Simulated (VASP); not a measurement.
GaSb2:

```xyz
3
Lattice="3.2250 0.0000 0.0000 -1.6125 2.7930 0.0000 0.0000 0.0000 8.7840" Properties=species:S:1:pos:R:3 pbc="T T T"
Ga    0.0000    0.0000    4.3920
Sb    0.0000    0.0000    7.2793
Sb    0.0000    0.0000    1.5047
```

The cell was built from a structure type or drawn by symmetry, and may not be a known phase.

| Property | Result |
| --- | --- |
| Program | VASP 6.6.1 |
| Task | relaxation of cell and atoms |
| Functional | PBE |
| Potentials or basis | VASP PAW PBE potentials, release 64 (Ga_d, Sb) |
| Cutoff | 600 eV |
| k mesh | 18 × 18 × 6 |
| Occupations | gaussian, width 0.1 eV |
| Spin | no spin polarisation |

At the start: pressure 0.4 GPa; volume 26.37 Å³/atom.

Question: How do energy, volume and symmetry change on relaxing?

Answer: Over 11 steps the energy falls by 4.1 meV/atom and the volume is 26.44 Å³/atom (+0.2 %); space group P6/mmm (No. 191, to 0.1 Å) before and after.

The path:
| step | energy change (eV) | largest force (eV/Å) | pressure (GPa) | volume (Å³) |
| --- | --- | --- | --- | --- |
| 1 | 0.0000 | 0.1446 | 0.39 | 79.12 |
| 2 | -0.0101 | 0.0535 | -0.13 | 79.85 |
| 3 | -0.0106 | 0.0349 | -0.28 | 80.05 |
| 4 | -0.0106 | 0.0327 | -0.30 | 80.08 |
| 5 | -0.0113 | 0.0438 | 0.03 | 79.52 |
| 6 | -0.0113 | 0.0448 | 0.07 | 79.47 |
| 7 | -0.0116 | 0.0377 | 0.05 | 79.45 |
| 8 | -0.0119 | 0.0244 | 0.00 | 79.41 |
| 9 | -0.0119 | 0.0028 | -0.04 | 79.33 |
| 10 | -0.0120 | 0.0112 | -0.01 | 79.37 |
| 11 | -0.0122 | 0.0043 | -0.01 | 79.32 |

Final structure:
```
CELL_PARAMETERS angstrom
3.19762 0.00000 0.00000
-1.59881 2.76922 0.00000
0.00000 0.00000 8.95732
ATOMIC_POSITIONS crystal
Ga 0.00000 0.00000 0.50000
Sb 0.00000 0.00000 0.82538
Sb 0.00000 0.00000 0.17462
```
